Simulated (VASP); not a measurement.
# YB in VASP: further runs

The runs below take YB through single point, with r2SCAN.

All numbers are computed with VASP 6.6.1; they aren't measurements. Logs are shortened: lines on timing, memory, paths and dates and some standing lists are left out, and cuts for length are marked.

**1. The cell of the first run**

Symmetry: Fm-3m, No. 225, cubic system. The conventional cell has a = 5.366 Å, b = 5.366 Å, c = 5.366 Å, α = 90.00°, β = 90.00°, γ = 90.00°. Within 3.5 Å of Y (site symmetry m-3m) lie 6 B at 2.68 Å. B (site symmetry m-3m) has 6 Y at 2.68 Å within 3.5 Å.

**2. Single point, r2SCAN (19.31 Å³/atom)**

Input file POSCAR:

```
YB
1.0
    0.0000000000      2.6829467209      2.6829467209
    2.6829467209      0.0000000000      2.6829467209
    2.6829467209      2.6829467209      0.0000000000
Y B
1 1
Direct
    0.5000000000      0.5000000000      0.5000000000
    0.0000000000      0.0000000000      0.0000000000
```

Input file INCAR.step1:

```
PREC = Accurate ; ENCUT = 520
ISMEAR = 0 ; SIGMA = 0.05
LREAL = F ; LASPH = T
NELM = 80 ; NBANDS = 14
GGA = PE ; ALGO = Normal
EDIFF = 1E-4 ; LWAVE = T
LCHARG = F
```

Input file INCAR.step2:

```
PREC = Accurate ; ENCUT = 520
EDIFF = 1E-6 ; ISMEAR = 0
SIGMA = 0.05 ; LREAL = F
LASPH = T ; NELM = 80
ALGO = Normal ; ISIF = 2
LWAVE = F ; LCHARG = F
METAGGA = R2SCAN ; LMIXTAU = T
NBANDS = 14 ; ISTART = 1
```

Input file KPOINTS:

```
Automatic mesh
0
Gamma
  12 12 12
```

Potentials or basis: VASP PAW PBE potentials, release 64 (Y_sv, B).

Started as:

```sh
$ cat potpaw_PBE.64/Y_sv/POTCAR potpaw_PBE.64/B/POTCAR > POTCAR
$ cp INCAR.step1 INCAR
$ mpirun -np 1 vasp_std > vasp.out
$ cp INCAR.step2 INCAR
$ mpirun -np 1 vasp_std > vasp.out
```

OUTCAR:

```text
PREC = Accurate
   ENCUT = 520
   EDIFF = 1E-6
   ISMEAR = 0
   LREAL = F
   LASPH = T
   NELM = 80
   ISIF = 2
   METAGGA = R2SCAN
   ISTART = 1

 ion  position               nearest neighbor table
   1  0.500  0.500  0.500-   2 2.68   2 2.68   2 2.68   2 2.68   2 2.68   2 2.68
   2  0.000  0.000  0.000-   1 2.68   1 2.68   1 2.68   1 2.68   1 2.68   1 2.68

  LATTYP: Found a face centered cubic cell.
 ALAT       =     5.3658934418

  Lattice vectors:

 A1 = (   0.0000000000,   2.6829467209,   2.6829467209)
 A2 = (   2.6829467209,   0.0000000000,   2.6829467209)
 A3 = (   2.6829467209,   2.6829467209,   0.0000000000)

Analysis of symmetry for initial positions (statically):
=====================================================================
 Subroutine PRICEL returns:
 Original cell was already a primitive cell.

 Routine SETGRP: Setting up the symmetry group for a
 face centered cubic supercell.

 Subroutine GETGRP returns: Found 48 space group operations
 (whereof 48 operations were pure point group operations)
 out of a pool of 48 trial point group operations.

The static configuration has the point symmetry O_h .

Analysis of symmetry for dynamics (positions and initial velocities):
=====================================================================
 Subroutine PRICEL returns:
 Original cell was already a primitive cell.

 Routine SETGRP: Setting up the symmetry group for a
 face centered cubic supercell.

 Subroutine GETGRP returns: Found 48 space group operations
 (whereof 48 operations were pure point group operations)
 out of a pool of 48 trial point group operations.

The dynamic configuration has the point symmetry O_h .

 Subroutine INISYM returns: Found 48 space group operations
 (whereof 48 operations are pure point group operations),
 and found     1 'primitive' translations

----------------------------------------------------------------------------------------

                                     Primitive cell

  volume of cell :      38.6248

  direct lattice vectors                    reciprocal lattice vectors
     0.000000000  2.682946721  2.682946721    -0.186362255  0.186362255  0.186362255
     2.682946721  0.000000000  2.682946721     0.186362255 -0.186362255  0.186362255
     2.682946721  2.682946721  0.000000000     0.186362255  0.186362255 -0.186362255

  length of vectors
     3.794259640  3.794259640  3.794259640     0.322788894  0.322788894  0.322788894

  position of ions in fractional coordinates (direct lattice)
     0.500000000  0.500000000  0.500000000
     0.000000000  0.000000000  0.000000000

  ion indices of the primitive-cell ions
   primitive index   ion index
                 1           1
                 2           2

----------------------------------------------------------------------------------------

 KPOINTS: Automatic mesh

Automatic generation of k-mesh.
 Grid dimensions read from file:
 generate k-points for:   12   12   12

 Generating k-lattice:

  Cartesian coordinates                     Fractional coordinates (reciprocal lattice)
    -0.015530188  0.015530188  0.015530188     0.083333333  0.000000000  0.000000000
     0.015530188 -0.015530188  0.015530188     0.000000000  0.083333333  0.000000000
     0.015530188  0.015530188 -0.015530188     0.000000000  0.000000000  0.083333333

  Length of vectors
     0.026899074  0.026899074  0.026899074

  Shift w.r.t. Gamma in fractional coordinates (k-lattice)
     0.000000000  0.000000000  0.000000000

 Subroutine IBZKPT returns following result:
 ===========================================

 Found     72 irreducible k-points:

 Following reciprocal coordinates:
            Coordinates               Weight
  0.000000  0.000000  0.000000      1.000000
  0.083333  0.000000  0.000000      8.000000
  0.166667  0.000000  0.000000      8.000000
  0.250000  0.000000  0.000000      8.000000
  0.333333  0.000000  0.000000      8.000000
  0.416667  0.000000  0.000000      8.000000
[... 16 lines left out ...]
  0.500000  0.166667  0.000000     24.000000
 -0.416667  0.166667  0.000000     24.000000
 [... further k-points ...]
   k-points           NKPTS =     72   k-points in BZ     NKDIM =     72   number of bands    NBANDS=     14
   number of dos      NEDOS =    301   number of ions     NIONS =      2
   total plane-waves  NPLWV =  21952
   dimension x,y,z NGX =    28 NGY =   28 NGZ =   28
   dimension x,y,z NGXF=    56 NGYF=   56 NGZF=   56
   ions per type =               1   1
   NGX,Y,Z   is equivalent  to a cutoff of  12.27, 12.27, 12.27 a.u.
   NGXF,Y,Z  is equivalent  to a cutoff of  24.54, 24.54, 24.54 a.u.
 SYSTEM =  unknown system
   PREC   = accura    normal or accurate (medium, high low for compatibility)
   ISTART =      1    job   : 0-new  1-cont  2-samecut
   ICHARG =      0    charge: 1-file 2-atom 10-const
   ISPIN  =      1    spin polarized calculation?
   LNONCOLLINEAR =      F non collinear calculations
   LSORBIT =      F    spin-orbit coupling
   LASPH  =      T    aspherical Exc in radial PAW
   ENCUT  =  520.0 eV  38.22 Ry    6.18 a.u.   7.05  7.05  7.05*2*pi/ulx,y,z
   NELM   =     80;   NELMIN=  2; NELMDL=  0     # of ELM steps
   EDIFF  = 0.1E-05   stopping-criterion for ELM
   LREAL  =      F    real-space projection
   EDIFFG = 0.1E-04   stopping-criterion for IOM
   NSW    =      0    number of steps for IOM
   IBRION =     -1    ionic relax: 0-MD 1-quasi-New 2-CG
   NFREE  =      0    steps in history (QN), initial steepest desc. (CG)
   ISIF   =      2    stress and relaxation
   ISYM   =      2    0-nonsym 1-usesym 2-fastsym
   POTIM  = 0.5000    time-step for ionic-motion
   TEBEG  =    0.0;   TEEND  =   0.0 temperature during run
   PSTRESS=    0.0 pullay stress
   NELECT =      14.0000    total number of electrons
   NUPDOWN=      -1.0000    fix difference up-down
   EMIN   =  10.00;   EMAX   =-10.00  energy-range for DOS
   EFERMI =   0.00;   METHOD = LEGACY
   ISMEAR =     0;   SIGMA  =   0.05  broadening in eV -4-tet -1-fermi 0-gaus
   EFERMI_NEDOS =   21; number of points for ismear=-14 and -15
   IALGO  =     38    algorithm
   IMIX   =      4    mixing-type and parameters
     AMIX     =   0.40;   BMIX     =  1.00
     AMIX_MAG =   1.60;   BMIX_MAG =  1.00
  volume/ion in A,a.u.               =      19.31       130.33
  Fermi-wavevector in a.u.,A,eV,Ry     =   1.167245  2.205774 18.537415  1.362462
  Thomas-Fermi vector in A             =   2.303748
   LORBIT       =      0    0 simple, 1 ext, 2 COOP (PROOUT), +10 PAW based schemes
   METAGGA = R2SCAN    functional components
   LHFCALC =     F    Hartree Fock is set to
   AEXX    =    0.0000 exact exchange contribution
   IVDW    =     0    specifies the selected vdW correction
   LEPSILON=     F    determine dielectric tensor
   LRPA    =     F    only Hartree local field effects (RPA)
 non-spin polarized calculation
 Gauss-broadening in eV      SIGMA  =   0.05
  energy-cutoff  :      520.00
  volume of cell :       38.62
 maximum number of plane-waves:      1056
   NGX = 15   NGY = 15   NGZ = 15

 number of electron      14.0000001 magnetization

 Free energy of the ion-electron system (eV)
  ---------------------------------------------------
  ext. energy  EPLUGINS =         0.00000000
  ---------------------------------------------------
  free energy    TOTEN  =       -27.10701402 eV

  energy without entropy =      -27.10274357  energy(sigma->0) =      -27.10487880

 E-fermi :   2.7868     XC(G=0): -10.7280

 val. band max:        2.7860457492   @ k =   0.3333   0.0000   0.0000
 cond. band min:       2.7943364311   @ k =   0.3333   0.0833   0.0000
 fundamental gap:      0.0082906820
 Fermi energy:         2.7867930594

 k-point     1 :       0.0000    0.0000    0.0000
  band No.  band energies     occupation
      1     -39.9777      2.00000
      2     -19.1787      2.00000
      3     -19.1787      2.00000
      4     -19.1787      2.00000
      5      -4.9835      2.00000
      6       5.5159      0.00000
      7       5.5159      0.00000
      8       5.5159      0.00000
      9       5.7662      0.00000
     10       5.7662      0.00000
     11       5.7662      0.00000
     12       7.0313      0.00000
     13       7.0313      0.00000
     14      11.1921      0.00000

 k-point     2 :       0.0833    0.0000    0.0000
  band No.  band energies     occupation
      1     -39.9752      2.00000
      2     -19.2079      2.00000
      3     -19.1814      2.00000
      4     -19.1814      2.00000
      5      -4.8574      2.00000
      6       4.6254      0.00000
      7       4.8625      0.00000
      8       4.8625      0.00000
      9       6.0075      0.00000
     10       6.0075      0.00000
     11       6.3327      0.00000
     12       7.7147      0.00000
     13       7.7147      0.00000
     14      11.4603      0.00000

 k-point     3 :       0.1667    0.0000    0.0000
  band No.  band energies     occupation
      1     -39.9684      2.00000
      2     -19.2867      2.00000
      3     -19.1888      2.00000
      4     -19.1888      2.00000
      5      -4.4942      2.00000
      6       3.4584      0.00000
      7       4.0196      0.00000
      8       4.0196      0.00000
      9       6.3921      0.00000
     10       6.3921      0.00000
     11       6.7280      0.00000
     12       8.9643      0.00000
     13       8.9643      0.00000
     14      12.0708      0.00000
[... 324 lines left out ...]
 k-point    23 :       0.5000    0.1667    0.0000
  band No.  band energies     occupation
      1     -39.9371      2.00000
      2     -19.5480      2.00000
      3     -19.2801      2.00000
      4     -19.2443      2.00000
      5      -2.5124      2.00000
      6       0.4492      2.00000
      7       2.2879      2.00000
      8       2.7314      1.88279
      9       7.0549      0.00000
     10       8.7977      0.00000
     11       9.1601      0.00000
     12      10.9282      0.00000
     13      11.6029      0.00000
     14      13.0983      0.00000

 k-point    24 :      -0.4167    0.1667    0.0000
  band No.  band energies     occupation
      1     -39.9365      2.00000
      2     -19.5522      2.00000
      3     -19.2943      2.00000
      4     -19.2342      2.00000
      5      -2.3791      2.00000
      6       0.2964      2.00000
      7       2.2958      2.00000
      8       2.5505      2.00000
      9       7.9023      0.00000
     10       8.3941      0.00000
     11       8.7461      0.00000
     12      11.0824      0.00000
     13      11.9628      0.00000
     14      12.6999      0.00000

 [... further k-points ...]
[... 5 lines left out ...]
  --------------------------------------------------------------------------------------
  -------------------------------------------------------------------------------------
  Total       -0.0069583     -0.0069583     -0.0069583     -0.0000000      0.0000000     -0.0000000
  in kB       -0.2886323     -0.2886323     -0.2886323     -0.0000000      0.0000000     -0.0000000
  external PRESSURE =      -0.2886323 kB  Pullay stress =       0.0000000 kB

 VOLUME and BASIS-vectors are now :
 -----------------------------------------------------------------------------
  energy-cutoff  :      520.00
  volume of cell :       38.62
      direct lattice vectors                 reciprocal lattice vectors
     0.000000000  2.682946721  2.682946721    -0.186362255  0.186362255  0.186362255
     2.682946721  0.000000000  2.682946721     0.186362255 -0.186362255  0.186362255
     2.682946721  2.682946721  0.000000000     0.186362255  0.186362255 -0.186362255

 POSITION                                       TOTAL-FORCE (eV/Angst)
 -----------------------------------------------------------------------------------
      2.68295      2.68295      2.68295        -0.000000     -0.000000     -0.000000
      0.00000      0.00000      0.00000         0.000000      0.000000      0.000000
 -----------------------------------------------------------------------------------
    total drift:                                0.000000      0.000000      0.000000

  FREE ENERGIE OF THE ION-ELECTRON SYSTEM (eV)
  ---------------------------------------------------
  free  energy   TOTEN  =       -27.1070140214 eV

  energy  without entropy=      -27.1027435695  energy(sigma->0) =      -27.10487880
```

Wall time 3.7 min (1 thread of Intel Xeon 8259CL, shared host); peak memory 0.21 GiB.

Results:

```yaml
Free_energy: -27.1070 eV
Pressure: 0.0 GPa
Band_gap_on_the_k_mesh: zero (bands 7 and 8 overlap by 3.20 eV)
```

Caveat: the PAW data sets were made with another functional, which shifts forces and pressure a little.

**3. Single point, r2SCAN (20.66 Å³/atom)**

This run uses another cell than the first one, of 20.66 Å³/atom.

Input file POSCAR:

```
YB
1.0
    0.0000000000      2.7441423794      2.7441423794
    2.7441423794      0.0000000000      2.7441423794
    2.7441423794      2.7441423794      0.0000000000
Y B
1 1
Direct
    0.5000000000      0.5000000000      0.5000000000
    0.0000000000      0.0000000000      0.0000000000
```

Input file INCAR.step1:

```
  ALGO = Normal
  EDIFF = 1E-4
  ENCUT = 520
  GGA = PE
  ISMEAR = 0
  LASPH = True
  LCHARG = False
  LREAL = False
  LWAVE = True
  NBANDS = 14
  NELM = 100
  PREC = Accurate
  SIGMA = 0.05
```

Input file INCAR.step2:

```
  ALGO = Normal
  EDIFF = 1E-6
  ENCUT = 520
  ISIF = 2
  ISMEAR = 0
  ISTART = 1
  LASPH = True
  LCHARG = True
  LELF = True
  LMIXTAU = True
  LREAL = False
  LVHAR = True
  LWAVE = False
  METAGGA = R2SCAN
  NBANDS = 14
  NELM = 100
  PREC = Accurate
  SIGMA = 0.05
```

Input file KPOINTS:

```
k-points
0
Gamma
  12 12 12
```

Potentials or basis: VASP PAW PBE potentials, release 64 (Y_sv, B).

Started as:

```sh
$ cat potpaw_PBE.64/Y_sv/POTCAR potpaw_PBE.64/B/POTCAR > POTCAR
$ cp INCAR.step1 INCAR
$ mpirun -np 1 vasp_std > vasp.out
$ cp INCAR.step2 INCAR
$ mpirun -np 1 vasp_std > vasp.out
```

Run time: 4.3 min. Hardware: 1 thread of Intel Xeon 8259CL, shared host; peak memory 0.22 GiB.

It converged, with:

```yaml
Free_energy: -27.0594 eV
Pressure: -5.4 GPa
Band_gap_on_the_k_mesh: zero (bands 7 and 8 overlap by 3.05 eV)
```

Levels at points of the mesh, in eV from the Fermi level:
```tsv
k point	band 4	band 5	band 6	band 7	band 8	band 9	band 10	band 11
(0.00, 0.00, 0.00)	-22.29	-7.63	2.59	2.59	2.59	2.86	2.86	2.86
(0.50, 0.00, 0.00)	-22.32	-5.06	-2.89	-0.37	-0.37	5.47	5.47	5.99
(0.50, 0.50, 0.00)	-22.40	-5.97	-0.96	0.58	1.41	1.41	5.20	6.29
```

Caveat: the cell stands under tension; the PAW data sets were made with another functional, which shifts forces and pressure a little.

**4. Single point, r2SCAN**

Input file POSCAR:

```
YB
1.0
    0.0000000000      2.7097761881      2.7097761881
    2.6829467209      0.0268294672      2.6829467209
    2.6829467209      2.6829467209      0.0268294672
Y B
1 1
Direct
    0.5000000000      0.5000000000      0.5000000000
    0.0000000000      0.0000000000      0.0000000000
```

Input file INCAR.step1:

```
SYSTEM = YB
ALGO = Normal ; EDIFF = 1E-4
ENCUT = 520 ; GGA = PE
ISMEAR = 0 ; LASPH = .True.
LCHARG = .False. ; LREAL = .False.
LWAVE = .True. ; NBANDS = 14
NELM = 80 ; PREC = Accurate
SIGMA = 0.05
```

Input file INCAR.step2:

```
SYSTEM = YB
ALGO = Normal ; EDIFF = 1E-6
ENCUT = 520 ; ISIF = 2
ISMEAR = 0 ; ISTART = 1
LASPH = .True. ; LCHARG = .True.
LELF = .True. ; LMIXTAU = .True.
LREAL = .False. ; LVHAR = .True.
LWAVE = .False. ; METAGGA = R2SCAN
NBANDS = 14 ; NELM = 80
PREC = Accurate ; SIGMA = 0.05
```

Input file KPOINTS:

```
k-points
0
Gamma
  12 12 12
  0 0 0
```

Started as:

```sh
$ cat potpaw_PBE.64/Y_sv/POTCAR potpaw_PBE.64/B/POTCAR > POTCAR
$ cp INCAR.step1 INCAR
$ mpirun -np 1 vasp_std > vasp.out
$ cp INCAR.step2 INCAR
$ mpirun -np 1 vasp_std > vasp.out
```

Run time: 13 min. Hardware: 1 thread of Intel Xeon 8259CL, shared host; peak memory 0.32 GiB.

It converged, with:

```
Free energy            : -27.1084 eV
Pressure               : 0.0 GPa
Band gap on the k mesh : zero (bands 7 and 8 overlap by 3.20 eV)
```

Stress tensor (GPa, compression positive):
```
-0.01  0.00  0.00
 0.00 -0.01  0.61
 0.00  0.61 -0.01
```

Levels at points of the mesh, in eV from the Fermi level:
```tsv
k point	band 5	band 6	band 7	band 8	band 9	band 10
(0.00, 0.00, 0.00)	-7.78	2.65	2.72	2.79	2.86	2.96
(0.50, 0.00, 0.00)	-4.99	-3.02	-0.44	-0.32	5.71	5.87
(0.00, 0.50, 0.00)	-4.92	-3.01	-0.54	-0.43	5.79	5.90
(0.50, 0.50, 0.00)	-6.08	-0.87	0.51	1.55	1.56	5.54
(0.00, 0.50, 0.50)	-6.08	-0.86	0.50	1.46	1.66	5.55
```

Caveat: the PAW data sets were made with another functional, which shifts forces and pressure a little.

**5. The runs side by side**

| cell | gap on the mesh (eV) | pressure (GPa) |
| --- | --- | --- |
| a = 3.794 Å, angles 60.0°, 2 atoms | none | 0.0 |
| a = 3.881 Å, angles 60.0°, 2 atoms | none | -5.4 |
| a = 3.832, b = 3.794, c = 3.794 Å, angles 59.3, 59.7, 59.7°, 2 atoms | none | 0.0 |

Alike in all rows: task single point; level r2SCAN; potentials or basis VASP PAW PBE potentials, release 64 (Y_sv, B); no spin polarisation; k mesh 12 × 12 × 12; cutoff (eV) 520; smearing gaussian 0.05 eV.

Caveats: the PAW data sets were made with another functional, which shifts forces and pressure a little; the cell stands under tension (at least some runs).

Absolute energies hang on the potentials; compare differences alone.
